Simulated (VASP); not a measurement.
# IrS (Fm-3m) in VASP: further runs

IrS is run at these levels: r2SCAN; tasks: single point.

Everything below comes from runs of VASP 6.6.1. Logs are shortened: lines on timing, memory, paths and dates and some standing lists are left out, and cuts for length are marked.

## (1) The cell of the first run

It takes space group Fm-3m (No. 225, cubic). Conventional cell: a = 4.943 Å, b = 4.943 Å, c = 4.943 Å, α = 90.00°, β = 90.00°, γ = 90.00°. Within 3.3 Å of Ir (site symmetry m-3m) lie 6 S at 2.47 Å. S (site symmetry m-3m) has 6 Ir at 2.47 Å within 3.3 Å.

## (2) Single point, r2SCAN

POSCAR

```
IrS
1.0
    0.0000000000      2.4716287175      2.4716287175
    2.4716287175      0.0000000000      2.4716287175
    2.4716287175      2.4716287175      0.0000000000
Ir S
1 1
Direct
    0.5000000000      0.5000000000      0.5000000000
    0.0000000000      0.0000000000      0.0000000000
```

INCAR.step1

```
ALGO = Normal
EDIFF = 1E-5
ENCUT = 620
GGA = PE
GGA_COMPAT = False
ISMEAR = 0
LASPH = True
LCHARG = False
LREAL = False
LWAVE = True
NBANDS = 18
NELM = 120
PREC = Accurate
SIGMA = 0.05
```

INCAR.step2

```
ALGO = Normal
EDIFF = 1E-6
ENCUT = 620
GGA_COMPAT = False
ISIF = 2
ISMEAR = 0
ISTART = 1
LASPH = True
LCHARG = False
LMIXTAU = True
LREAL = False
LWAVE = False
METAGGA = R2SCAN
NBANDS = 18
NELM = 120
PREC = Accurate
SIGMA = 0.05
```

KPOINTS

```
k-points
0
Gamma
  12 12 12
```

Potentials or basis: VASP PAW PBE potentials, release 64 (Ir_sv_GW, S).

Run with:

```bash
> cat potpaw_PBE.64/Ir_sv_GW/POTCAR potpaw_PBE.64/S/POTCAR > POTCAR
> cp INCAR.step1 INCAR
> mpirun -np 1 vasp_std > vasp.out
> cp INCAR.step2 INCAR
> mpirun -np 1 vasp_std > vasp.out
```

OUTCAR:

```text
EDIFF = 1E-6
   ENCUT = 620
   ISIF = 2
   ISMEAR = 0
   ISTART = 1
   LASPH = True
   LREAL = False
   METAGGA = R2SCAN
   NELM = 120
   PREC = Accurate

 ion  position               nearest neighbor table
   1  0.500  0.500  0.500-   2 2.47   2 2.47   2 2.47   2 2.47   2 2.47   2 2.47
   2  0.000  0.000  0.000-   1 2.47   1 2.47   1 2.47   1 2.47   1 2.47   1 2.47

  LATTYP: Found a face centered cubic cell.
 ALAT       =     4.9432574350

  Lattice vectors:

 A1 = (   0.0000000000,   2.4716287175,   2.4716287175)
 A2 = (   2.4716287175,   0.0000000000,   2.4716287175)
 A3 = (   2.4716287175,   2.4716287175,   0.0000000000)

Analysis of symmetry for initial positions (statically):
=====================================================================
 Subroutine PRICEL returns:
 Original cell was already a primitive cell.

 Routine SETGRP: Setting up the symmetry group for a
 face centered cubic supercell.

 Subroutine GETGRP returns: Found 48 space group operations
 (whereof 48 operations were pure point group operations)
 out of a pool of 48 trial point group operations.

The static configuration has the point symmetry O_h .

Analysis of symmetry for dynamics (positions and initial velocities):
=====================================================================
 Subroutine PRICEL returns:
 Original cell was already a primitive cell.

 Routine SETGRP: Setting up the symmetry group for a
 face centered cubic supercell.

 Subroutine GETGRP returns: Found 48 space group operations
 (whereof 48 operations were pure point group operations)
 out of a pool of 48 trial point group operations.

The dynamic configuration has the point symmetry O_h .

 Subroutine INISYM returns: Found 48 space group operations
 (whereof 48 operations are pure point group operations),
 and found     1 'primitive' translations

----------------------------------------------------------------------------------------

                                     Primitive cell

  volume of cell :      30.1981

  direct lattice vectors                    reciprocal lattice vectors
     0.000000000  2.471628717  2.471628717    -0.202295756  0.202295756  0.202295756
     2.471628717  0.000000000  2.471628717     0.202295756 -0.202295756  0.202295756
     2.471628717  2.471628717  0.000000000     0.202295756  0.202295756 -0.202295756

  length of vectors
     3.495410853  3.495410853  3.495410853     0.350386528  0.350386528  0.350386528

  position of ions in fractional coordinates (direct lattice)
     0.500000000  0.500000000  0.500000000
     0.000000000  0.000000000  0.000000000

  ion indices of the primitive-cell ions
   primitive index   ion index
                 1           1
                 2           2

----------------------------------------------------------------------------------------

 KPOINTS: k-points

Automatic generation of k-mesh.
 Grid dimensions read from file:
 generate k-points for:   12   12   12

 Generating k-lattice:

  Cartesian coordinates                     Fractional coordinates (reciprocal lattice)
    -0.016857980  0.016857980  0.016857980     0.083333333  0.000000000  0.000000000
     0.016857980 -0.016857980  0.016857980     0.000000000  0.083333333  0.000000000
     0.016857980  0.016857980 -0.016857980     0.000000000  0.000000000  0.083333333

  Length of vectors
     0.029198877  0.029198877  0.029198877

  Shift w.r.t. Gamma in fractional coordinates (k-lattice)
     0.000000000  0.000000000  0.000000000

 Subroutine IBZKPT returns following result:
 ===========================================

 Found     72 irreducible k-points:

 Following reciprocal coordinates:
            Coordinates               Weight
  0.000000  0.000000  0.000000      1.000000
  0.083333  0.000000  0.000000      8.000000
  0.166667  0.000000  0.000000      8.000000
  0.250000  0.000000  0.000000      8.000000
  0.333333  0.000000  0.000000      8.000000
  0.416667  0.000000  0.000000      8.000000
[... 16 lines left out ...]
  0.500000  0.166667  0.000000     24.000000
 -0.416667  0.166667  0.000000     24.000000
 [... further k-points ...]
   k-points           NKPTS =     72   k-points in BZ     NKDIM =     72   number of bands    NBANDS=     18
   number of dos      NEDOS =    301   number of ions     NIONS =      2
   total plane-waves  NPLWV =  21952
   dimension x,y,z NGX =    28 NGY =   28 NGZ =   28
   dimension x,y,z NGXF=    56 NGYF=   56 NGZF=   56
   ions per type =               1   1
   NGX,Y,Z   is equivalent  to a cutoff of  13.32, 13.32, 13.32 a.u.
   NGXF,Y,Z  is equivalent  to a cutoff of  26.63, 26.63, 26.63 a.u.
 SYSTEM =  unknown system
   PREC   = accura    normal or accurate (medium, high low for compatibility)
   ISTART =      1    job   : 0-new  1-cont  2-samecut
   ICHARG =      0    charge: 1-file 2-atom 10-const
   ISPIN  =      1    spin polarized calculation?
   LNONCOLLINEAR =      F non collinear calculations
   LSORBIT =      F    spin-orbit coupling
   LASPH  =      T    aspherical Exc in radial PAW
   ENCUT  =  620.0 eV  45.57 Ry    6.75 a.u.   7.10  7.10  7.10*2*pi/ulx,y,z
   NELM   =    120;   NELMIN=  2; NELMDL=  0     # of ELM steps
   EDIFF  = 0.1E-05   stopping-criterion for ELM
   LREAL  =      F    real-space projection
   EDIFFG = 0.1E-04   stopping-criterion for IOM
   NSW    =      0    number of steps for IOM
   IBRION =     -1    ionic relax: 0-MD 1-quasi-New 2-CG
   NFREE  =      0    steps in history (QN), initial steepest desc. (CG)
   ISIF   =      2    stress and relaxation
   ISYM   =      2    0-nonsym 1-usesym 2-fastsym
   POTIM  = 0.5000    time-step for ionic-motion
   TEBEG  =    0.0;   TEEND  =   0.0 temperature during run
   PSTRESS=    0.0 pullay stress
   NELECT =      23.0000    total number of electrons
   NUPDOWN=      -1.0000    fix difference up-down
   EMIN   =  10.00;   EMAX   =-10.00  energy-range for DOS
   EFERMI =   0.00;   METHOD = LEGACY
   ISMEAR =     0;   SIGMA  =   0.05  broadening in eV -4-tet -1-fermi 0-gaus
   EFERMI_NEDOS =   21; number of points for ismear=-14 and -15
   IALGO  =     38    algorithm
   IMIX   =      4    mixing-type and parameters
     AMIX     =   0.40;   BMIX     =  1.00
     AMIX_MAG =   1.60;   BMIX_MAG =  1.00
  volume/ion in A,a.u.               =      15.10       101.89
  Fermi-wavevector in a.u.,A,eV,Ry     =   1.495056  2.825247 30.411651  2.235193
  Thomas-Fermi vector in A             =   2.607250
   LORBIT       =      0    0 simple, 1 ext, 2 COOP (PROOUT), +10 PAW based schemes
   METAGGA = R2SCAN    functional components
   LHFCALC =     F    Hartree Fock is set to
   AEXX    =    0.0000 exact exchange contribution
   IVDW    =     0    specifies the selected vdW correction
   LEPSILON=     F    determine dielectric tensor
   LRPA    =     F    only Hartree local field effects (RPA)
 non-spin polarized calculation
 Gauss-broadening in eV      SIGMA  =   0.05
  energy-cutoff  :      620.00
  volume of cell :       30.20
 maximum number of plane-waves:      1071
   NGX = 15   NGY = 15   NGZ = 15

 number of electron      23.0000000 magnetization

 Free energy of the ion-electron system (eV)
  ---------------------------------------------------
  ext. energy  EPLUGINS =         0.00000000
  ---------------------------------------------------
  free energy    TOTEN  =       -60.24449250 eV

  energy without entropy =      -60.24264409  energy(sigma->0) =      -60.24356829

 E-fermi :   9.8320     XC(G=0): -13.4218

 val. band max:        9.8259882906   @ k =  -0.4167   0.3333   0.1667
 cond. band min:       9.8681485007   @ k =   0.5000   0.5000   0.0000
 fundamental gap:      0.0421602101
 Fermi energy:         9.8320382856

 k-point     1 :       0.0000    0.0000    0.0000
  band No.  band energies     occupation
      1     -83.8586      2.00000
      2     -40.1516      2.00000
      3     -40.1516      2.00000
      4     -40.1516      2.00000
      5      -6.9781      2.00000
      6       6.7164      2.00000
[... 10 lines left out ...]
     17      22.9276      0.00000
     18      22.9276      0.00000

 k-point     2 :       0.0833    0.0000    0.0000
  band No.  band energies     occupation
      1     -83.8583      2.00000
      2     -40.1551      2.00000
      3     -40.1520      2.00000
      4     -40.1520      2.00000
      5      -6.8714      2.00000
      6       6.0182      2.00000
[... 10 lines left out ...]
     17      22.6339      0.00000
     18      22.7822      0.00000

 k-point     3 :       0.1667    0.0000    0.0000
  band No.  band energies     occupation
      1     -83.8579      2.00000
      2     -40.1655      2.00000
      3     -40.1533      2.00000
      4     -40.1533      2.00000
      5      -6.5624      2.00000
      6       4.7430      2.00000
[... 10 lines left out ...]
     17      21.6409      0.00000
     18      23.1727      0.00000

 k-point     4 :       0.2500    0.0000    0.0000
  band No.  band energies     occupation
      1     -83.8578      2.00000
      2     -40.1797      2.00000
      3     -40.1553      2.00000
      4     -40.1553      2.00000
      5      -6.0874      2.00000
      6       3.3679      2.00000
[... 10 lines left out ...]
     17      20.1517      0.00000
     18      24.0951      0.00000

 k-point     5 :       0.3333    0.0000    0.0000
  band No.  band energies     occupation
      1     -83.8574      2.00000
      2     -40.1937      2.00000
      3     -40.1571      2.00000
      4     -40.1571      2.00000
      5      -5.5221      2.00000
      6       2.1157      2.00000
[... 10 lines left out ...]
     17      19.4083      0.00000
     18      23.5952      0.00000

 k-point     6 :       0.4167    0.0000    0.0000
  band No.  band energies     occupation
      1     -83.8571      2.00000
      2     -40.2038      2.00000
      3     -40.1585      2.00000
      4     -40.1585      2.00000
      5      -5.0136      2.00000
      6       1.1853      2.00000
[... 307 lines left out ...]
 k-point    21 :       0.3333    0.1667    0.0000
  band No.  band energies     occupation
      1     -83.8574      2.00000
      2     -40.1851      2.00000
      3     -40.1612      2.00000
      4     -40.1610      2.00000
      5      -5.7345      2.00000
      6       2.5395      2.00000
[... 10 lines left out ...]
     17      20.0671      0.00000
     18      22.6246      0.00000

 k-point    22 :       0.4167    0.1667    0.0000
  band No.  band energies     occupation
      1     -83.8571      2.00000
      2     -40.1954      2.00000
      3     -40.1640      2.00000
      4     -40.1624      2.00000
      5      -5.2862      2.00000
      6       1.9523      2.00000
[... 10 lines left out ...]
     17      20.2140      0.00000
     18      23.8103      0.00000

 k-point    23 :       0.5000    0.1667    0.0000
  band No.  band energies     occupation
      1     -83.8570      2.00000
      2     -40.2016      2.00000
      3     -40.1669      2.00000
      4     -40.1624      2.00000
      5      -4.9470      2.00000
      6       1.4806      2.00000
[... 10 lines left out ...]
     17      20.1195      0.00000
     18      23.9452      0.00000

 k-point    24 :      -0.4167    0.1667    0.0000
  band No.  band energies     occupation
      1     -83.8569      2.00000
      2     -40.2022      2.00000
      3     -40.1687      2.00000
      4     -40.1612      2.00000
      5      -4.8695      2.00000
      6       1.3409      2.00000
[... 10 lines left out ...]
     17      19.8440      0.00000
     18      23.0173      0.00000

 [... further k-points ...]
[... 5 lines left out ...]
  --------------------------------------------------------------------------------------
  -------------------------------------------------------------------------------------
  Total       -0.6138927     -0.6138927     -0.6138927      0.0000000      0.0000000      0.0000000
  in kB      -32.5704209    -32.5704209    -32.5704209      0.0000000      0.0000000      0.0000000
  external PRESSURE =     -32.5704209 kB  Pullay stress =       0.0000000 kB

 VOLUME and BASIS-vectors are now :
 -----------------------------------------------------------------------------
  energy-cutoff  :      620.00
  volume of cell :       30.20
      direct lattice vectors                 reciprocal lattice vectors
     0.000000000  2.471628717  2.471628717    -0.202295756  0.202295756  0.202295756
     2.471628717  0.000000000  2.471628717     0.202295756 -0.202295756  0.202295756
     2.471628717  2.471628717  0.000000000     0.202295756  0.202295756 -0.202295756

 POSITION                                       TOTAL-FORCE (eV/Angst)
 -----------------------------------------------------------------------------------
      2.47163      2.47163      2.47163         0.000000      0.000000      0.000000
      0.00000      0.00000      0.00000        -0.000000     -0.000000     -0.000000
 -----------------------------------------------------------------------------------
    total drift:                                0.000000      0.000000      0.000000

  FREE ENERGIE OF THE ION-ELECTRON SYSTEM (eV)
  ---------------------------------------------------
  free  energy   TOTEN  =       -60.2444924984 eV

  energy  without entropy=      -60.2426440908  energy(sigma->0) =      -60.24356829
```

Wall time 1.8 min (1 thread of Intel Xeon Platinum 8375C at 2.90GHz (Ice Lake), shared host); peak memory 0.21 GiB.

What came out:

```yaml
Free_energy: -60.2445 eV
Pressure: -3.3 GPa
Band_gap_on_the_k_mesh: zero (an odd number of electrons rules out a gap without spin polarisation)
```

Caveat: the cell stands under tension; the PAW data sets were made with another functional, which shifts forces and pressure a little; spin-orbit coupling is left out, which moves the levels of the heavy elements; an odd number of electrons without spin polarisation forces a metal; a magnetic or distorted state may lie lower.

(Part 1 of 2 ends here.)

The gap in the log of VASP goes by the Fermi energy; the results here count the filled bands.